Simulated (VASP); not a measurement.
# InP (F-43m) in VASP: elastic constants with PBEsol

Aim: the elastic constants of InP with PBEsol.

Everything below comes from runs of VASP 6.6.1. Logs are shortened: lines on timing, memory, paths and dates and some standing lists are left out, and cuts for length are marked.

**1. The cell of the first run**

It takes space group F-43m (No. 216, cubic). Conventional cell: a = 5.879 Å, b = 5.879 Å, c = 5.879 Å, α = 90.00°, β = 90.00°, γ = 90.00°. In (site symmetry -43m) has 4 P at 2.55 Å within 3.4 Å. Within 3.4 Å of P (site symmetry -43m) lie 4 In at 2.55 Å.

**2. Elastic constants, PBEsol**

INCAR reads:

```
SYSTEM = InP
PREC = Accurate
ENCUT = 600
EDIFF = 1E-8
ISMEAR = 0
SIGMA = 0.01
LREAL = .FALSE.
LASPH = .TRUE.
NELM = 100
ALGO = Normal
ISIF = 3
LWAVE = .FALSE.
LCHARG = .FALSE.
GGA = PS
NBANDS = 16
IBRION = 6
NFREE = 2
POTIM = 0.015
NSW = 1
```

KPOINTS reads:

```
regular mesh
0
G
  8 8 8
  0 0 0
```

POSCAR reads:

```
InP
1.0
    0.0000000000      2.9393287091      2.9393287091
    2.9393287091      0.0000000000      2.9393287091
    2.9393287091      2.9393287091      0.0000000000
In P
1 1
Direct
    0.0000000000      0.0000000000      0.0000000000
    0.7500000000      0.7500000000      0.7500000000
```

Potentials or basis: VASP PAW PBE potentials, release 64 (In_d, P).

Run with:

```sh
cat potpaw_PBE.64/In_d/POTCAR potpaw_PBE.64/P/POTCAR > POTCAR
mpirun -np 1 vasp_std > vasp.out
```

OUTCAR:

```text
SYSTEM = InP
   PREC = Accurate
   ENCUT = 600
   EDIFF = 1E-8
   ISMEAR = 0
   LREAL = .FALSE.
   LASPH = .TRUE.
   NELM = 100
   ISIF = 3
   GGA = PS
   IBRION = 6
   NFREE = 2
   POTIM = 0.015
   NSW = 1

 ion  position               nearest neighbor table
   1  0.000  0.000  0.000-   2 2.55   2 2.55   2 2.55   2 2.55
   2  0.750  0.750  0.750-   1 2.55   1 2.55   1 2.55   1 2.55

  LATTYP: Found a face centered cubic cell.
 ALAT       =     5.8786574182

  Lattice vectors:

 A1 = (   0.0000000000,   2.9393287091,   2.9393287091)
 A2 = (   2.9393287091,   0.0000000000,   2.9393287091)
 A3 = (   2.9393287091,   2.9393287091,   0.0000000000)

Analysis of symmetry for initial positions (statically):
=====================================================================
 Subroutine PRICEL returns:
 Original cell was already a primitive cell.

 Routine SETGRP: Setting up the symmetry group for a
 face centered cubic supercell.

 Subroutine GETGRP returns: Found 24 space group operations
 (whereof 24 operations were pure point group operations)
 out of a pool of 48 trial point group operations.

The static configuration has the point symmetry T_d .

Analysis of symmetry for dynamics (positions and initial velocities):
=====================================================================
 Subroutine PRICEL returns:
 Original cell was already a primitive cell.

 Routine SETGRP: Setting up the symmetry group for a
 face centered cubic supercell.

 Subroutine GETGRP returns: Found 24 space group operations
 (whereof 24 operations were pure point group operations)
 out of a pool of 48 trial point group operations.

The dynamic configuration has the point symmetry T_d .

[... 348 lines left out ...]
  band No.  band energies     occupation
      1      -9.1417      2.00000
      2      -9.1384      2.00000
      3      -9.1346      2.00000
      4      -8.9880      2.00000
      5      -8.9880      2.00000
      6      -6.4922      2.00000
[... 433 lines left out ...]
      3      -9.0719      2.00000
      4      -8.9933      2.00000
      5      -8.9752      2.00000
      6      -4.4621      2.00000
[... 8 lines left out ...]
     15      15.5714      0.00000
     16      16.2275      0.00000

 [... further k-points ...]

------------------------ aborting loop because EDIFF is reached ----------------------------------------

  FORCE on cell =-STRESS in cart. coord.  units (eV):
  Direction    XX          YY          ZZ          XY          YZ          ZX
  --------------------------------------------------------------------------------------
  -------------------------------------------------------------------------------------
  Total        0.0013792      0.0038527      0.0038527      0.0000000     -0.1172474      0.0000000
  in kB        0.0435087      0.1215352      0.1215352      0.0000000     -3.6986169      0.0000000
  external PRESSURE =       0.0955264 kB  Pullay stress =       0.0000000 kB
[... 17 lines left out ...]
  FREE ENERGIE OF THE ION-ELECTRON SYSTEM (eV)
  ---------------------------------------------------
  free  energy   TOTEN  =        -9.1542514227 eV

  energy  without entropy=       -9.1542514227  energy(sigma->0) =       -9.15425142

 INTERNAL STRAIN TENSORS FROM STRAINED CELLS
 ============================================

 INTERNAL STRAIN TENSOR FOR ION    1 for displacements in x,y,z  (eV/Angst):
          X           Y           Z          XY          YZ          ZX
  --------------------------------------------------------------------------------
  x     0.00000     0.00000    -0.00000     0.00000    -7.83114     0.00000
  y     0.00000     0.00000    -0.00000     0.00000     0.00000    -7.83139
  z     0.00000     0.00000     0.00000    -7.83162    -0.00000     0.00000

 INTERNAL STRAIN TENSORS FROM DISPLACED ATOMS
 ============================================

 INTERNAL STRAIN TENSOR FOR ION    1 for displacements in x,y,z  (eV/Angst):
          X           Y           Z          XY          YZ          ZX
  --------------------------------------------------------------------------------
  x     0.00000    -0.00000    -0.00000     0.00000    -7.82433     0.00000
  y     0.00000     0.00000     0.00000     0.00000     0.00000    -7.82433
  z    -0.00000    -0.00000     0.00000    -7.82433     0.00000     0.00000

 INTERNAL STRAIN TENSOR FOR ION    2 for displacements in x,y,z  (eV/Angst):
          X           Y           Z          XY          YZ          ZX
  --------------------------------------------------------------------------------
  x     0.00000     0.00000     0.00000     0.00000     7.82121     0.00000
  y     0.00000     0.00000     0.00000     0.00000     0.00000     7.82121
  z     0.00000     0.00000     0.00000     7.82121     0.00000     0.00000

 Eigenvectors and eigenvalues of the dynamical matrix
 ----------------------------------------------------

   1 f  =    8.847088 THz    55.587893 2PiTHz  295.107088 cm-1    36.588599 meV
             X         Y         Z           dx          dy          dz
      0.000000  0.000000  0.000000    -0.108578   -0.447853    0.000000
      4.408993  4.408993  4.408993     0.209106    0.862504    0.000000
[... 21 lines left out ...]
   6 f/i=    0.000959 THz     0.006024 2PiTHz    0.031980 cm-1     0.003965 meV
             X         Y         Z           dx          dy          dz
      0.000000  0.000000  0.000000    -0.002066   -0.387413   -0.798464
      4.408993  4.408993  4.408993    -0.001073   -0.201163   -0.414601

--------------------------------------------------------------------------------------------------------

 ELASTIC MODULI CONTR FROM IONIC RELAXATION (kBar)
 Direction    XX          YY          ZZ          XY          YZ          ZX
 --------------------------------------------------------------------------------
 XX          -0.0000     -0.0000      0.0000     -0.0000      0.0000      0.0000
 YY          -0.0000     -0.0000     -0.0000     -0.0000     -0.0000      0.0000
 ZZ           0.0000     -0.0000     -0.0000      0.0000     -0.0000      0.0000
 XY          -0.0000     -0.0000      0.0000   -247.1434      0.0000      0.0000
 YZ           0.0000     -0.0000     -0.0000      0.0000   -247.1434      0.0000
 ZX           0.0000      0.0000      0.0000      0.0000      0.0000   -247.1434
 --------------------------------------------------------------------------------

 TOTAL ELASTIC MODULI (kBar)
 Direction    XX          YY          ZZ          XY          YZ          ZX
 --------------------------------------------------------------------------------
 XX         949.6700    528.0278    528.0278     -0.0000      0.0000      0.0000
 YY         528.0278    949.6700    528.0278     -0.0000     -0.0000      0.0000
 ZZ         528.0278    528.0278    949.6700      0.0000     -0.0000      0.0000
 XY          -0.0000     -0.0000      0.0000    434.0937      0.0000      0.0000
 YZ           0.0000     -0.0000     -0.0000      0.0000    434.0937      0.0000
 ZX           0.0000      0.0000      0.0000      0.0000      0.0000    434.0937
 --------------------------------------------------------------------------------
```

OSZICAR:

```text
N       E                     dE             d eps       ncg     rms          rms(c)
DAV:   1     0.120688412166E+03    0.12069E+03   -0.91781E+03   928   0.142E+03
DAV:   2    -0.121610111040E+01   -0.12190E+03   -0.11644E+03  1008   0.331E+02
[... 207 lines left out ...]
DAV:   2    -0.915434099070E+01   -0.20027E-02   -0.22439E-02  4000   0.905E-01    0.735E-02
DAV:   3    -0.915426118289E+01    0.79808E-04   -0.37535E-04  3656   0.159E-01    0.333E-02
DAV:   4    -0.915425124566E+01    0.99372E-05   -0.75884E-05  4096   0.742E-02    0.118E-02
DAV:   5    -0.915425141654E+01   -0.17088E-06   -0.15100E-05  3600   0.261E-02    0.740E-03
DAV:   6    -0.915425146860E+01   -0.52059E-07   -0.10694E-06  3976   0.907E-03    0.387E-03
DAV:   7    -0.915425142224E+01    0.46361E-07   -0.22444E-07  3992   0.416E-03    0.101E-03
DAV:   8    -0.915425142268E+01   -0.43838E-09   -0.55680E-08  4104   0.136E-03
  17 F= -.91542514E+01 E0= -.91542514E+01  d E =-.528645E-74
```

Wall time 11 min (1 thread of Intel Xeon 6975P-C (Granite Rapids), shared host); peak memory 0.38 GiB.

Results:

```
Elastic constants C11, C12, C44                         : 95, 53, 43 GPa
Voigt bulk modulus                                      : 67 GPa
Highest phonon frequency at Γ, LO-TO splitting left out : 295 cm⁻¹
```

Phonon frequencies in cm⁻¹ (negative: imaginary):
```csv
q point,frequencies
"(0.000, 0.000, 0.000)",0 0 0 295 295 295
```

Elastic tensor in Voigt notation (GPa, in the Cartesian axes of the cell as first typed):
```
95 53 53  0  0  0
53 95 53  0  0  0
53 53 95  0  0  0
 0  0  0 43  0  0
 0  0  0  0 43  0
 0  0  0  0  0 43
```

Clamped-ion elastic tensor (GPa):
```
95 53 53  0  0  0
53 95 53  0  0  0
53 53 95  0  0  0
 0  0  0 68  0  0
 0  0  0  0 68  0
 0  0  0  0  0 68
```

Caveat: the PAW data sets were made with another functional, which shifts forces and pressure a little; spin-orbit coupling is left out, which moves the levels of the heavy elements.
